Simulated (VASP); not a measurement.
# GaSi16 (a cell with a defect) in VASP: a series of runs, part 2 of 2

VASP 6.6.1. Earlier steps stand in the parts before.

**3. Single point, LDA, collinear spin, ferromagnetic start**

INCAR reads:

```
PREC = Accurate
ENCUT = 520
EDIFF = 1E-6
ISMEAR = -1
SIGMA = 0.02
LREAL = Auto
LASPH = True
NELM = 150
ALGO = Normal
ISIF = 2
LWAVE = False
LCHARG = True
ISPIN = 2
MAGMOM = 0 0 0 0 0 0 0 0 0 0 0 0 0 0 0 0 1
LORBIT = 11
GGA = CA
LELF = True
LVHAR = True
NBANDS = 56
```

KPOINTS reads:

```
Automatic mesh
0
Gamma
  2 2 2
```

POSCAR reads:

```
GaSi16
1.0
    0.0000000000      5.4300000000      5.4300000000
    5.4300000000      0.0000000000      5.4300000000
    5.4300000000      5.4300000000      0.0000000000
Si Ga
16 1
Direct
    0.0004165089      0.0019818480     -0.0040200340
    0.1214977542      0.1229174405      0.1275773847
    0.0003708109      0.0019544406      0.5012165582
    0.1239319363      0.1258414028      0.6248770762
   -0.0136472212      0.5048418653      0.0042484544
    0.1214720695      0.6283527095      0.1275423361
    0.0003109121      0.4969476883      0.5011794358
    0.1214488556      0.6283063449      0.6223145693
    0.5034405615     -0.0122893197      0.0042363003
    0.6267700703      0.1229529836      0.1276450252
    0.4950322425      0.0020194035      0.5012908517
    0.6267279190      0.1229416092      0.6222922046
    0.5033798891      0.5049162244      0.0041959661
    0.6241535987      0.6255118093      0.1250223266
    0.5033655832      0.5048756588      0.4872215808
    0.6266814195      0.6283918723      0.6222970285
    0.3741659899      0.3754618187      0.8750605356
```

Potentials or basis: VASP PAW LDA potentials, release 64 (Si, Ga_d).

Launch:

```console
cat potpaw_LDA.64/Si/POTCAR potpaw_LDA.64/Ga_d/POTCAR > POTCAR
mpirun -np 1 vasp_std > vasp.out
```

OUTCAR:

```text
PREC = Accurate
   ENCUT = 520
   EDIFF = 1E-6
   ISMEAR = -1
   LREAL = Auto
   LASPH = True
   NELM = 150
   ISIF = 2
   ISPIN = 2
   LORBIT = 11
   GGA = CA

 ion  position               nearest neighbor table
   1  0.000  0.002  0.996-   4 2.33   2 2.34   6 2.34  10 2.34
   2  0.121  0.123  0.128-   1 2.34   3 2.34   5 2.40   9 2.40  17 2.74
   3  0.000  0.002  0.501-   4 2.33   2 2.34  12 2.34   8 2.34
   4  0.124  0.126  0.625-  11 2.33   1 2.33   7 2.33   3 2.33
   5  0.986  0.505  0.004-  14 2.27   6 2.40   2 2.40   8 2.40  17 2.43
   6  0.121  0.628  0.128-   1 2.34   7 2.34  13 2.40   5 2.40  17 2.74
   7  0.000  0.497  0.501-   4 2.33  16 2.34   8 2.34   6 2.34
   8  0.121  0.628  0.622-   7 2.34   3 2.34  15 2.40   5 2.40  17 2.74
   9  0.503  0.988  0.004-  14 2.27   2 2.40  12 2.40  10 2.40  17 2.43
  10  0.627  0.123  0.128-   1 2.34  11 2.34  13 2.40   9 2.40  17 2.74
  11  0.495  0.002  0.501-   4 2.33  12 2.34  16 2.34  10 2.34
[... 1117 lines left out ...]
      6.79124      6.78195      6.81505         0.000038     -0.000272      0.001287
      6.79034      6.78330      4.07048         0.000076     -0.001323      0.001297
 -----------------------------------------------------------------------------------
    total drift:                               -0.003171     -0.000035      0.003908

  FREE ENERGIE OF THE ION-ELECTRON SYSTEM (eV)
  ---------------------------------------------------
  free  energy   TOTEN  =       -95.4424126304 eV

  energy  without entropy=      -95.4351938595  energy(sigma->0) =      -95.43880324

 total charge

# of ion       s       p       d       tot
------------------------------------------
    1        0.753   0.960   0.000   1.713
    2        0.753   0.935   0.000   1.688
    3        0.753   0.960   0.000   1.713
    4        0.743   0.975   0.000   1.718
    5        0.763   0.949   0.000   1.712
    6        0.753   0.935   0.000   1.688
[... 9 lines left out ...]
   16        0.753   0.935   0.000   1.688
   17        1.099   0.730  10.059  11.888
--------------------------------------------------
tot         13.186  15.958  10.059  39.203

 magnetization (x)

# of ion       s       p       d       tot
------------------------------------------
    1       -0.000   0.000   0.000   0.000
    2       -0.000  -0.000   0.000  -0.000
    3       -0.000   0.000   0.000   0.000
    4       -0.000  -0.000   0.000  -0.000
    5       -0.000  -0.000   0.000  -0.000
    6       -0.000  -0.000   0.000  -0.000
[... 9 lines left out ...]
   16       -0.000   0.000   0.000  -0.000
   17       -0.000   0.000  -0.000  -0.000
--------------------------------------------------
tot         -0.000   0.000  -0.000  -0.000
```

OSZICAR:

```text
N       E                     dE             d eps       ncg     rms          rms(c)
DAV:   1     0.331800281704E+03    0.33180E+03   -0.29619E+04  1792   0.126E+03
DAV:   2    -0.471875298702E+02   -0.37899E+03   -0.34870E+03  2032   0.247E+02
DAV:   3    -0.950478075368E+02   -0.47860E+02   -0.45225E+02  2160   0.900E+01
DAV:   4    -0.974366988804E+02   -0.23889E+01   -0.23471E+01  2312   0.191E+01
DAV:   5    -0.975109594692E+02   -0.74261E-01   -0.73839E-01  2392   0.342E+00    0.160E+01
DAV:   6    -0.960613501420E+02    0.14496E+01   -0.10577E+00  2400   0.572E+00    0.908E+00
DAV:   7    -0.954813096141E+02    0.58004E+00   -0.82160E-01  2288   0.361E+00    0.435E+00
DAV:   8    -0.954435927414E+02    0.37717E-01   -0.22824E-01  2312   0.193E+00    0.688E-01
DAV:   9    -0.954430207310E+02    0.57201E-03   -0.17479E-02  2416   0.629E-01    0.371E-01
DAV:  10    -0.954423547935E+02    0.66594E-03   -0.30849E-03  2296   0.219E-01    0.153E-01
DAV:  11    -0.954423866464E+02   -0.31853E-04   -0.37176E-04  2480   0.105E-01    0.793E-02
DAV:  12    -0.954424122884E+02   -0.25642E-04   -0.69762E-05  2376   0.349E-02    0.403E-02
DAV:  13    -0.954424133001E+02   -0.10117E-05   -0.10696E-05  2384   0.179E-02    0.121E-02
DAV:  14    -0.954424126304E+02    0.66972E-06   -0.24187E-06  1840   0.629E-03
   1 F= -.95442413E+02 E0= -.95438803E+02  d E =-.721877E-02  mag=    -0.0001
```

stdout:

```text
POSCAR found type information on POSCAR SiGa
 POSCAR found :  2 types and      17 ions
 scaLAPACK will be used
 LDA part: xc-table for (Slater(with rela. corr.)+CA(PZ))
 , standard interpolation
 POSCAR, INCAR and KPOINTS ok, starting setup
 FFT: planning ... GRIDC
 FFT: planning ... GRID_SOFT
 FFT: planning ... GRID
 WAVECAR not read
 entering main loop
```

It took 8.3 min on 1 thread of Intel Xeon Platinum 8488C (Sapphire Rapids), shared host; peak memory 0.49 GiB.

What came out:

```
Free energy                                           : -95.4424 eV
Pressure                                              : 2.4 GPa
Largest force                                         : 0.009 eV/Å
Net moment                                            : 0.00 μB per cell
Valence electrons inside the program's atomic spheres : Si 1.71, 1.69, 1.72, 1.77; Ga 11.89
```

Forces in eV/Å, atoms in the order of the input:
```
Si   0.000 -0.002  0.000
Si   0.001  0.001 -0.002
Si   0.000  0.000  0.000
Si  -0.004  0.005  0.000
Si   0.005 -0.007 -0.003
Si   0.001  0.000 -0.001
Si  -0.002  0.001 -0.001
Si   0.001  0.000  0.000
Si  -0.004  0.003 -0.005
Si   0.001  0.001 -0.001
Si   0.001 -0.001 -0.001
Si  -0.001  0.000  0.001
Si   0.005  0.002  0.004
Si  -0.002  0.004  0.002
Si  -0.002 -0.006  0.003
Si   0.000  0.000  0.001
Ga   0.000 -0.001  0.001
```

Caveat: the k points lie up to 0.50 Å⁻¹ apart.

**4. Single point, LDA, collinear spin, ferromagnetic start**

INCAR reads:

```
PREC     = Accurate       # precision mode
ENCUT    = 520            # plane-wave cutoff, eV
EDIFF    = 1E-6           # SCF threshold, eV
ISMEAR   = -1             # smearing method
SIGMA    = 0.02           # smearing width, eV
LREAL    = Auto         
LASPH    = True           # aspherical terms in the spheres
NELM     = 150            # most SCF steps
ALGO     = Normal         # electronic algorithm
ISIF     = 2              # what is computed and relaxed
LWAVE    = False          # write WAVECAR
LCHARG   = False          # write CHGCAR
ISPIN    = 2              # spin polarisation
MAGMOM   = 0 0 0 0 0 0 0 0 0 0 0 0 0 0 0 0 1 # initial moments
LORBIT   = 11             # projections on sites
NBANDS   = 56             # bands
```

KPOINTS is that of step 3.

POSCAR reads:

```
GaSi16
1.0
    0.0000000000      5.4300000000      5.4300000000
    5.4300000000      0.0000000000      5.4300000000
    5.4300000000      5.4300000000      0.0000000000
Si Ga
16 1
Direct
    0.0004483508     -0.0009268873     -0.0006548177
    0.1208327217      0.1200420904      0.1201854006
   -0.0025790539     -0.0030234431      0.5022111669
    0.1210631143      0.1203272210      0.6371807544
   -0.0025261440      0.5020466956     -0.0029112862
    0.1211089326      0.6369113237      0.1205197875
   -0.0024990673      0.5022342301      0.5024113471
    0.1290368640      0.6233501465      0.6234661362
    0.5030044759     -0.0032579918     -0.0031979332
    0.6382790248      0.1201436969      0.1202805722
    0.5029681608     -0.0030001706      0.5022292363
    0.6238408995      0.1287764426      0.6231544630
    0.5029866518      0.5020777224     -0.0029026668
    0.6238817945      0.6230790741      0.1287945895
    0.5000908943      0.4997629098      0.4997991337
    0.6238136944      0.6233980703      0.6234923537
    0.2505089358      0.2489935794      1.2492889827
```

Launch:

```console
cat potpaw_LDA.64/Si/POTCAR potpaw_LDA.64/Ga_d/POTCAR > POTCAR
mpirun -np 1 vasp_std > vasp.out
```

It used 1800 s of CPU time on 1 thread of AMD EPYC 7R13 Processor (Zen 3), with other jobs on the host.

It converged, with:

| Property | Result |
| --- | --- |
| Free energy | -95.4424 eV |
| Pressure | 2.4 GPa |
| Largest force | 0.007 eV/Å |
| Net moment | 0.00 μB per cell |
| Valence electrons inside the program's atomic spheres | Si 1.77, 1.71, 1.69, 1.72; Ga 11.89 |

Forces on the atoms (eV/Å):
```
Si   0.005  0.001  0.002
Si  -0.001 -0.001  0.000
Si  -0.004  0.003  0.005
Si   0.003 -0.001 -0.001
Si  -0.003  0.004  0.002
Si   0.002 -0.002 -0.001
Si  -0.006  0.001  0.000
Si  -0.001 -0.005 -0.004
Si   0.007  0.000 -0.002
Si  -0.003  0.001  0.001
Si  -0.003 -0.005 -0.002
Si  -0.001  0.005 -0.005
Si  -0.001 -0.001 -0.004
Si  -0.001 -0.005  0.005
Si   0.004 -0.001  0.001
Si  -0.002  0.004  0.003
Ga   0.005  0.000  0.000
```

Levels at points of the mesh, in eV from the Fermi level:
Spin up:
```csv
k point,band 35,band 36,band 37,band 38,band 39,band 40,band 41,band 42
"(0.00, 0.00, 0.00)",-1.67,-0.63,-0.63,-0.63,-0.15,-0.15,-0.15,0.00
"(0.50, 0.00, 0.00)",-1.39,-1.35,-1.35,-1.10,0.13,0.63,0.63,0.88
"(0.00, 0.50, 0.00)",-1.39,-1.35,-1.35,-1.10,0.13,0.63,0.63,0.88
"(0.00, 0.00, 0.50)",-1.39,-1.35,-1.35,-1.10,0.13,0.63,0.63,0.88
"(0.50, 0.50, 0.50)",-1.39,-1.35,-1.35,-1.10,0.13,0.63,0.63,0.87
"(0.50, 0.50, 0.00)",-1.98,-1.89,-1.82,-0.63,0.28,1.14,1.24,1.36
"(0.00, 0.50, 0.50)",-1.98,-1.89,-1.82,-0.63,0.28,1.14,1.24,1.35
"(0.50, 0.00, 0.50)",-1.98,-1.89,-1.82,-0.63,0.28,1.14,1.24,1.36
```
Spin down:
```tsv
k point	band 36	band 37	band 38	band 39	band 40	band 41
(0.00, 0.00, 0.00)	-0.63	-0.63	-0.63	-0.16	-0.15	-0.15
(0.50, 0.00, 0.00)	-1.35	-1.35	-1.10	0.13	0.63	0.63
(0.00, 0.50, 0.00)	-1.35	-1.35	-1.10	0.13	0.63	0.63
(0.00, 0.00, 0.50)	-1.35	-1.35	-1.10	0.13	0.63	0.63
(0.50, 0.50, 0.50)	-1.35	-1.35	-1.10	0.13	0.63	0.63
(0.50, 0.50, 0.00)	-1.89	-1.82	-0.63	0.28	1.14	1.24
(0.00, 0.50, 0.50)	-1.89	-1.82	-0.63	0.28	1.14	1.24
(0.50, 0.00, 0.50)	-1.89	-1.82	-0.63	0.28	1.14	1.24
```

Caveat: the k points lie up to 0.50 Å⁻¹ apart.
